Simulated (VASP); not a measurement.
# MnHg (Pm-3m) in VASP: further runs

The runs below take MnHg through electric field gradients, with PBE.

Everything below comes from runs of VASP 6.6.1. Logs are shortened: lines on timing, memory, paths and dates and some standing lists are left out, and cuts for length are marked.

**1. The cell of the first run**

It takes space group Pm-3m (No. 221, cubic). The conventional cell has a = 3.248 Å, b = 3.248 Å, c = 3.248 Å, α = 90.00°, β = 90.00°, γ = 90.00°. Mn (site symmetry m-3m) has 8 Hg at 2.81 Å and 6 Mn at 3.25 Å within 3.7 Å. Within 3.7 Å of Hg (site symmetry m-3m) lie 8 Mn at 2.81 Å and 6 Hg at 3.25 Å.

**2. Electric field gradients, PBE, collinear spin, ferromagnetic start (17.13 Å³/atom)**

File INCAR:

```
SYSTEM = MnHg
ALGO = Normal ; EDIFF = 1E-8
ENCUT = 520 ; GGA = PE
ISIF = 2 ; ISMEAR = -1
ISPIN = 2 ; LASPH = .True.
LCHARG = .False. ; LEFG = .True.
LMAXMIX = 4 ; LORBIT = 11
LREAL = .False. ; LWAVE = .False.
MAGMOM = 4 0 ; NBANDS = 24
NELM = 150 ; PREC = Accurate
SIGMA = 0.08
```

File KPOINTS:

```
k-points
0
Gamma
  10 10 10
  0 0 0
```

File POSCAR:

```
MnHg
1.0
    3.2479036157      0.0000000000      0.0000000000
    0.0000000000      3.2479036157      0.0000000000
    0.0000000000      0.0000000000      3.2479036157
Mn Hg
1 1
Direct
    0.5000000000      0.5000000000      0.5000000000
    0.0000000000      0.0000000000      0.0000000000
```

Potentials or basis: VASP PAW PBE potentials, release 64 (Mn_pv, Hg).

Command:

```bash
$ cat potpaw_PBE.64/Mn_pv/POTCAR potpaw_PBE.64/Hg/POTCAR > POTCAR
$ mpirun -np 1 vasp_std > vasp.out
```

OUTCAR:

```text
SYSTEM = MnHg
   EDIFF = 1E-8
   ENCUT = 520
   GGA = PE
   ISIF = 2
   ISMEAR = -1
   ISPIN = 2
   LASPH = .True.
   LORBIT = 11
   LREAL = .False.
   NELM = 150
   PREC = Accurate

 ion  position               nearest neighbor table
   1  0.500  0.500  0.500-   2 2.81   2 2.81   2 2.81   2 2.81   2 2.81   2 2.81   2 2.81   2 2.81

   2  0.000  0.000  0.000-   1 2.81   1 2.81   1 2.81   1 2.81   1 2.81   1 2.81   1 2.81   1 2.81

  LATTYP: Found a simple cubic cell.
 ALAT       =     3.2479036157

  Lattice vectors:

 A1 = (   3.2479036157,   0.0000000000,   0.0000000000)
 A2 = (   0.0000000000,   3.2479036157,   0.0000000000)
 A3 = (   0.0000000000,   0.0000000000,   3.2479036157)

Analysis of symmetry for initial positions (statically):
=====================================================================
 Subroutine PRICEL returns:
 Original cell was already a primitive cell.

 Routine SETGRP: Setting up the symmetry group for a
 simple cubic supercell.

 Subroutine GETGRP returns: Found 48 space group operations
 (whereof 48 operations were pure point group operations)
 out of a pool of 48 trial point group operations.

The static configuration has the point symmetry O_h .

Analysis of symmetry for dynamics (positions and initial velocities):
=====================================================================
 Subroutine PRICEL returns:
 Original cell was already a primitive cell.

 Routine SETGRP: Setting up the symmetry group for a
 simple cubic supercell.

 Subroutine GETGRP returns: Found 48 space group operations
 (whereof 48 operations were pure point group operations)
 out of a pool of 48 trial point group operations.

The dynamic configuration has the point symmetry O_h .

Analysis of structural, dynamic, and magnetic symmetry:
=====================================================================
 Subroutine PRICEL returns:
 Original cell was already a primitive cell.

 Routine SETGRP: Setting up the symmetry group for a
 simple cubic supercell.

 Subroutine GETGRP returns: Found 48 space group operations
 (whereof 48 operations were pure point group operations)
 out of a pool of 48 trial point group operations.

The overall configuration has the point symmetry O_h .

 Subroutine INISYM returns: Found 48 space group operations
 (whereof 48 operations are pure point group operations),
 and found     1 'primitive' translations

----------------------------------------------------------------------------------------

                                     Primitive cell

  volume of cell :      34.2617

  direct lattice vectors                    reciprocal lattice vectors
     3.247903616  0.000000000  0.000000000     0.307890910  0.000000000  0.000000000
     0.000000000  3.247903616  0.000000000     0.000000000  0.307890910  0.000000000
     0.000000000  0.000000000  3.247903616     0.000000000  0.000000000  0.307890910

  length of vectors
     3.247903616  3.247903616  3.247903616     0.307890910  0.307890910  0.307890910

  position of ions in fractional coordinates (direct lattice)
     0.500000000  0.500000000  0.500000000
     0.000000000  0.000000000  0.000000000

  ion indices of the primitive-cell ions
   primitive index   ion index
                 1           1
                 2           2

----------------------------------------------------------------------------------------

 KPOINTS: k-points

Automatic generation of k-mesh.
 Grid dimensions read from file:
 generate k-points for:   10   10   10

 Generating k-lattice:

  Cartesian coordinates                     Fractional coordinates (reciprocal lattice)
     0.030789091  0.000000000  0.000000000     0.100000000  0.000000000  0.000000000
     0.000000000  0.030789091  0.000000000     0.000000000  0.100000000  0.000000000
     0.000000000  0.000000000  0.030789091     0.000000000  0.000000000  0.100000000

  Length of vectors
     0.030789091  0.030789091  0.030789091

  Shift w.r.t. Gamma in fractional coordinates (k-lattice)
     0.000000000  0.000000000  0.000000000

 Subroutine IBZKPT returns following result:
 ===========================================

 Found     56 irreducible k-points:

 Following reciprocal coordinates:
            Coordinates               Weight
  0.000000  0.000000  0.000000      1.000000
  0.100000  0.000000  0.000000      6.000000
  0.200000  0.000000  0.000000      6.000000
  0.300000  0.000000  0.000000      6.000000
  0.400000  0.000000  0.000000      6.000000
  0.500000  0.000000  0.000000      3.000000
[... 16 lines left out ...]
  0.200000  0.100000  0.100000     24.000000
  0.300000  0.100000  0.100000     24.000000
 [... further k-points ...]
   k-points           NKPTS =     56   k-points in BZ     NKDIM =     56   number of bands    NBANDS=     24
   number of dos      NEDOS =    301   number of ions     NIONS =      2
   total plane-waves  NPLWV =  13824
   dimension x,y,z NGX =    24 NGY =   24 NGZ =   24
   dimension x,y,z NGXF=    48 NGYF=   48 NGZF=   48
   ions per type =               1   1
   NGX,Y,Z   is equivalent  to a cutoff of  12.28, 12.28, 12.28 a.u.
   NGXF,Y,Z  is equivalent  to a cutoff of  24.57, 24.57, 24.57 a.u.
 SYSTEM =  MnHg
   PREC   = accura    normal or accurate (medium, high low for compatibility)
   ISTART =      0    job   : 0-new  1-cont  2-samecut
   ICHARG =      2    charge: 1-file 2-atom 10-const
   ISPIN  =      2    spin polarized calculation?
   LNONCOLLINEAR =      F non collinear calculations
   LSORBIT =      F    spin-orbit coupling
   LASPH  =      T    aspherical Exc in radial PAW
   ENCUT  =  520.0 eV  38.22 Ry    6.18 a.u.   6.04  6.04  6.04*2*pi/ulx,y,z
   NELM   =    150;   NELMIN=  2; NELMDL= -5     # of ELM steps
   EDIFF  = 0.1E-07   stopping-criterion for ELM
   LREAL  =      F    real-space projection
   EDIFFG = 0.1E-06   stopping-criterion for IOM
   NSW    =      0    number of steps for IOM
   IBRION =     -1    ionic relax: 0-MD 1-quasi-New 2-CG
   NFREE  =      0    steps in history (QN), initial steepest desc. (CG)
   ISIF   =      2    stress and relaxation
   ISYM   =      2    0-nonsym 1-usesym 2-fastsym
   POTIM  = 0.5000    time-step for ionic-motion
   TEBEG  =    0.0;   TEEND  =   0.0 temperature during run
   PSTRESS=    0.0 pullay stress
   NELECT =      25.0000    total number of electrons
   NUPDOWN=      -1.0000    fix difference up-down
   EMIN   =  10.00;   EMAX   =-10.00  energy-range for DOS
   EFERMI =   0.00;   METHOD = LEGACY
   ISMEAR =    -1;   SIGMA  =   0.08  broadening in eV -4-tet -1-fermi 0-gaus
   EFERMI_NEDOS =   21; number of points for ismear=-14 and -15
   IALGO  =     38    algorithm
   IMIX   =      4    mixing-type and parameters
     AMIX     =   0.40;   BMIX     =  1.00
     AMIX_MAG =   1.60;   BMIX_MAG =  1.00
  volume/ion in A,a.u.               =      17.13       115.60
  Fermi-wavevector in a.u.,A,eV,Ry     =   1.473845  2.785162 29.554820  2.172218
  Thomas-Fermi vector in A             =   2.588688
   LORBIT       =     11    0 simple, 1 ext, 2 COOP (PROOUT), +10 PAW based schemes
   GGA     = PE    functional components
   LHFCALC =     F    Hartree Fock is set to
   AEXX    =    0.0000 exact exchange contribution
   IVDW    =     0    specifies the selected vdW correction
   LEPSILON=     F    determine dielectric tensor
   LRPA    =     F    only Hartree local field effects (RPA)
 spin polarized calculation
  energy-cutoff  :      520.00
  volume of cell :       34.26
 maximum number of plane-waves:       942
   NGX = 13   NGY = 13   NGZ = 13

 number of electron      25.0000026 magnetization       3.7741392

 Free energy of the ion-electron system (eV)
  ---------------------------------------------------
  ext. energy  EPLUGINS =         0.00000000
  ---------------------------------------------------
  free energy    TOTEN  =        -8.46121409 eV

  energy without entropy =       -8.42392504  energy(sigma->0) =       -8.44256956

 E-fermi :   6.0706     XC(G=0): -12.0203

 val. band max:        6.0641494172   @ k =   0.4000   0.2000   0.2000
 cond. band min:       6.0746370304   @ k =   0.3000   0.0000   0.0000
 fundamental gap:      0.0104876131
 Fermi energy:         6.0705630652

 spin component 1

 k-point     1 :       0.0000    0.0000    0.0000
  band No.  band energies     occupation
      1     -43.9175      1.00000
      2     -43.9175      1.00000
      3     -43.9175      1.00000
      4      -3.9787      1.00000
      5      -2.4682      1.00000
      6      -2.4682      1.00000
[... 16 lines left out ...]
     23      23.4973      0.00000
     24      28.1363      0.00000

 k-point     2 :       0.1000    0.0000    0.0000
  band No.  band energies     occupation
      1     -43.9196      1.00000
      2     -43.9174      1.00000
      3     -43.9174      1.00000
      4      -3.8150      1.00000
      5      -2.4381      1.00000
      6      -2.3862      1.00000
[... 16 lines left out ...]
     23      23.4996      0.00000
     24      25.9597      0.00000
[... 565 lines left out ...]
     23      23.3584      0.00000
     24      24.0059      0.00000

 k-point    24 :       0.3000    0.1000    0.1000
  band No.  band energies     occupation
      1     -43.9313      1.00000
      2     -43.9185      1.00000
      3     -43.9185      1.00000
      4      -2.5792      1.00000
      5      -2.1391      1.00000
      6      -1.7142      1.00000
[... 16 lines left out ...]
     23      23.3162      0.00000
     24      24.3080      0.00000

 [... further k-points ...]

 spin component 2

 k-point     1 :       0.0000    0.0000    0.0000
  band No.  band energies     occupation
      1     -40.0098      1.00000
      2     -40.0098      1.00000
      3     -40.0098      1.00000
      4      -3.7650      1.00000
      5      -2.4462      1.00000
      6      -2.4462      1.00000
[... 16 lines left out ...]
     23      23.5331      0.00000
     24      29.0642      0.00000

 k-point     2 :       0.1000    0.0000    0.0000
  band No.  band energies     occupation
      1     -40.0123      1.00000
      2     -40.0096      1.00000
      3     -40.0096      1.00000
      4      -3.6036      1.00000
      5      -2.4225      1.00000
      6      -2.3634      1.00000
[... 16 lines left out ...]
     23      23.5856      0.00000
     24      26.5512      0.00000
[... 565 lines left out ...]
     23      24.0381      0.00000
     24      24.1202      0.00000

 k-point    24 :       0.3000    0.1000    0.1000
  band No.  band energies     occupation
      1     -40.0268      1.00000
      2     -40.0109      1.00000
      3     -40.0109      1.00000
      4      -2.4686      1.00000
      5      -2.1623      1.00000
      6      -1.6321      1.00000
[... 16 lines left out ...]
     23      23.6417      0.00000
     24      24.9675      0.00000

 [... further k-points ...]
[... 5 lines left out ...]
  --------------------------------------------------------------------------------------
  -------------------------------------------------------------------------------------
  Total        1.3907473      1.3907473      1.3907473     -0.0000000     -0.0000000      0.0000000
  in kB       65.0353372     65.0353372     65.0353372     -0.0000000     -0.0000000      0.0000000
  external PRESSURE =      65.0353372 kB  Pullay stress =       0.0000000 kB

 VOLUME and BASIS-vectors are now :
 -----------------------------------------------------------------------------
  energy-cutoff  :      520.00
  volume of cell :       34.26
      direct lattice vectors                 reciprocal lattice vectors
     3.247903616  0.000000000  0.000000000     0.307890910  0.000000000  0.000000000
     0.000000000  3.247903616  0.000000000     0.000000000  0.307890910  0.000000000
     0.000000000  0.000000000  3.247903616     0.000000000  0.000000000  0.307890910

 POSITION                                       TOTAL-FORCE (eV/Angst)
 -----------------------------------------------------------------------------------
      1.62395      1.62395      1.62395         0.000000      0.000000      0.000000
      0.00000      0.00000      0.00000         0.000000      0.000000      0.000000
 -----------------------------------------------------------------------------------
    total drift:                                0.000000      0.000000     -0.000000

  FREE ENERGIE OF THE ION-ELECTRON SYSTEM (eV)
  ---------------------------------------------------
  free  energy   TOTEN  =        -8.4612140905 eV

  energy  without entropy=       -8.4239250364  energy(sigma->0) =       -8.44256956

 Electric field gradients (V/A^2)
---------------------------------------------------------------------
 ion       V_xx      V_yy      V_zz      V_xy      V_xz      V_yz
---------------------------------------------------------------------
   1      -0.000    -0.000     0.000     0.000    -0.000     0.000
   2      -0.000    -0.000    -0.000    -0.000     0.000     0.000
---------------------------------------------------------------------

 Electric field gradients after diagonalization (V/A^2)
 (convention: |V_zz| > |V_xx| > |V_yy|)
----------------------------------------------------------------------
 ion       V_xx      V_yy      V_zz     asymmetry (V_yy - V_xx)/ V_zz
----------------------------------------------------------------------
   1      -0.000    -0.000     0.000       0.121
   2      -0.000    -0.000    -0.000      -0.230
----------------------------------------------------------------------

           NMR quadrupolar parameters

 Cq : quadrupolar parameter    Cq=e*Q*V_zz/h
 eta: asymmetry parameters     (V_yy - V_xx)/ V_zz
 Q  : nuclear electric quadrupole moment in mb (millibarn)
----------------------------------------------------------------------
 ion       Cq(MHz)       eta       Q (mb)
----------------------------------------------------------------------
   1       0.000       0.121       1.000
   2      -0.000      -0.230       1.000
----------------------------------------------------------------------

 total charge

# of ion       s       p       d       tot
------------------------------------------
    1        0.257   6.194   5.014  11.464
    2        0.820   0.565   9.260  10.645
--------------------------------------------------
tot          1.077   6.759  14.273  22.109

 magnetization (x)

# of ion       s       p       d       tot
------------------------------------------
    1        0.025   0.016   3.658   3.699
    2       -0.049  -0.058   0.052  -0.055
--------------------------------------------------
tot         -0.024  -0.042   3.710   3.643
```

It took 25 s on 1 thread of Intel Xeon 6975P-C (Granite Rapids), shared host; peak memory 0.2 GiB.

What came out:

```yaml
Free_energy: -8.4612 eV
Pressure: 6.5 GPa
Net_moment: 3.77 μB per cell
Site_moments: Mn +3.70; Hg -0.06 μB
Largest_electric_field_gradient_by_atom: zero within the noise of the run
Valence_electrons_inside_the_program's_atomic_spheres: Mn 11.46; Hg 10.64
```

Caveat: the cell stands under pressure; spin-orbit coupling is left out, which moves the levels of the heavy elements.

[end of part 1 of 3]
